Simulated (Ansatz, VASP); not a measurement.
**Ge in VASP and in Ansatz**

```xyz
2
Lattice="0.0000 2.8369 2.8369 2.8369 0.0000 2.8369 2.8369 2.8369 0.0000" Properties=species:S:1:pos:R:3 pbc="T T T"
Ge    0.0000    0.0000    0.0000
Ge    1.4184    1.4184    1.4184
```

Alike in both runs: task single point; functional PBE; k mesh 8 × 8 × 8; occupations fermi-dirac, width 0.02 eV; no spin polarisation.

```csv
,VASP,Ansatz
version,VASP 6.6.1,Ansatz 0.2.0
potentials or method,"VASP PAW PBE potentials, release 64 (Ge_d)","plane waves, PAW"
plane-wave cutoff (eV),520,420
valence electrons in the cell,28,28
```

```csv
,VASP,Ansatz,Ansatz less VASP
pressure (GPa),2.9,3.0,+0.12
```
